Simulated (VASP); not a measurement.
Wanted: the native input for a VASP 6.6.1 run.

| Quantity | Value |
| --- | --- |
| Task | single point |
| Functional | PBE |
| Potentials or basis | VASP PAW PBE potentials, release 64 (K_sv, Ba_sv, F) |
| Cutoff | 520 eV |
| k mesh | 3 × 3 × 4 |
| Occupations | gaussian, width 0.1 eV |
| Spin | no spin polarisation |
| Dipole correction | no |
| Further INCAR settings | ALGO = Normal; EDIFF = 1e-06; NBANDS = 46 |

The structure of K3BaF5 lies in POSCAR:

```
K3BaF5
1.0
    7.9913322203      0.0000000000      0.0000000000
   -3.9956661101      6.9206967129      0.0000000000
    0.0000000000      0.0000000000      3.5199164081
K Ba F
3 1 5
Direct
    0.4844911111      0.0000000000      0.5000000000
    0.5155088889      0.5155088889      0.5000000000
    0.0000000000      0.4844911111      0.5000000000
    0.0000000000      0.0000000000      0.5000000000
    0.2296879427      0.0000000000      0.0000000000
    0.0000000000      0.2296879427      0.0000000000
    0.6666666667      0.3333333333      0.0000000000
    0.3333333333      0.6666666667      0.0000000000
    0.7703120573      0.7703120573      0.0000000000
```

The input as run:

INCAR

```
SYSTEM = K3BaF5
ALGO     = Normal         ! electronic algorithm
EDIFF    = 1E-6           ! SCF threshold, eV
ENCUT    = 520            ! plane-wave cutoff, eV
GGA      = PE             ! functional
ISIF     = 2              ! what is computed and relaxed
ISMEAR   = 0              ! smearing method
LASPH    = .TRUE.         ! aspherical terms in the spheres
LCHARG   = .FALSE.        ! write CHGCAR
LREAL    = .FALSE.        ! projectors in reciprocal space
LWAVE    = .FALSE.        ! write WAVECAR
NBANDS   = 46             ! bands
NELM     = 60             ! most SCF steps
PREC     = Accurate       ! precision mode
SIGMA    = 0.1            ! smearing width, eV
```

KPOINTS

```
k-points
0
G
  3 3 4
  0 0 0
```

Potentials or basis: VASP PAW PBE potentials, release 64 (K_sv, Ba_sv, F).

Launch:

```console
$ cat potpaw_PBE.64/K_sv/POTCAR potpaw_PBE.64/Ba_sv/POTCAR potpaw_PBE.64/F/POTCAR > POTCAR
$ mpirun -np 1 vasp_std > vasp.out
```

Results of the run:

| Property | Result |
| --- | --- |
| Pressure | 0.6 GPa |
| Largest force | 0.165 eV/Å |
| Band gap on the k mesh | 4.18 eV, direct |

Caveat: the k points lie up to 0.45 Å⁻¹ apart; spin-orbit coupling is left out, which moves the levels of the heavy elements.

Wall time 69 s on 1 thread of Intel(R) Xeon(R) Platinum 8488C (Sapphire Rapids), with other jobs on the host, peak memory 0.33 GiB.
